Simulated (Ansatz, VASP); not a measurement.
## Two plane-wave programs on KF

The input INCAR:

```
  PREC = Accurate
  ENCUT = 600
  EDIFF = 1E-6
  ISMEAR = 0
  SIGMA = 0.01
  LREAL = F
  LASPH = T
  NELM = 120
  ALGO = Normal
  ISIF = 2
  LWAVE = F
  LCHARG = T
  GGA = PE
  LELF = T
  LVHAR = T
  NBANDS = 15
  GGA_COMPAT = F
```

The input KPOINTS:

```
regular mesh
0
Gamma
  6 6 6
```

Contents of POSCAR:

```
KF
1.0
    3.7785670000      0.0000000000      0.0000000000
    1.8892835000      3.2723350119      0.0000000000
    1.8892835000      1.0907783373      3.0851870363
K F
1 1
Direct
    0.0000000000      0.0000000000      0.0000000000
    0.5000000000      0.5000000000      0.5000000000
```

Input for Ansatz:

```yaml
crystal:
  lattice:
    - [3.778567, 0.0, 0.0]
    - [1.8892835000000003, 3.2723350119015544, 0.0]
    - [1.8892835000000003, 1.0907783373005184, 3.0851870363063343]
  atoms:
    - { symbol: K, position: [0.0, 0.0, 0.0] }
    - { symbol: F, position: [0.5, 0.5, 0.5] }
kpoints:
  mp_grid:
    grid: [6, 6, 6]
scf:
  occupations:
    method: fixed
output:
  stress: true
  eigenvalues: true
```

Alike in both runs: task single point; functional PBE; k mesh 6 × 6 × 6; no spin polarisation.

|  | VASP | Ansatz |
| --- | --- | --- |
| version | VASP 6.6.1 | Ansatz 0.2.0 |
| potentials or method | VASP PAW PBE potentials, release 64 (K_sv, F) | plane waves, PAW |
| plane-wave cutoff (eV) | 600 | 420 |
| occupations | gaussian, width 0.01 eV | fixed |
| valence electrons in the cell | 16 | 16 |

|  | VASP | Ansatz | Ansatz less VASP |
| --- | --- | --- | --- |
| gap on the k mesh at the Fermi level (eV) | 6.17 | 6.18 | +0.015 |
| pressure (GPa) | 1.4 | 1.4 | -0.01 |
